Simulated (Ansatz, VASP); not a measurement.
**Two plane-wave programs on ZnO**

```
Zn O
1.0
     3.27948    0.00000    0.00000
    -1.63974    2.84011    0.00000
     0.00000    0.00000    5.71658
Zn O
2 2
Direct
  0.33333 0.66667 0.00150
  0.66667 0.33333 0.50150
  0.33333 0.66667 0.38060
  0.66667 0.33333 0.88060
```

Change from the starting cell: strain +0.000 along x and y, +0.080 along z, atoms carried along.

Alike in both runs: task single point; functional PBE; k mesh 12 × 12 × 6; occupations gaussian, width 0.05 eV; no spin polarisation.

```csv
,VASP,Ansatz
version,VASP 6.6.1,Ansatz 0.2.0
potentials or method,"VASP PAW PBE potentials, release 64 (Zn, O), cutoff 520 eV","scalar-relativistic, plane waves, PAW"
valence electrons in the cell,36,36
```

Ansatz gave:

* gap on the k mesh at the Fermi level (eV): 0.52
* least direct gap on the mesh (eV): 0.52
* pressure (GPa): -7.5
* traceless stress, the component that is largest in VASP (GPa): -6.90
* rms of the force components (eV/Å): 0.093

Problem. Estimate VASP's values.

Solution. gap on the k mesh at the Fermi level (eV): 0.50; least direct gap on the mesh (eV): 0.50; pressure (GPa): -6.8; traceless stress, the component that is largest in VASP (GPa): -7.20; rms of the force components (eV/Å): 0.113.

Atom by atom the forces differ by 0.021 eV/Å (rms over components).
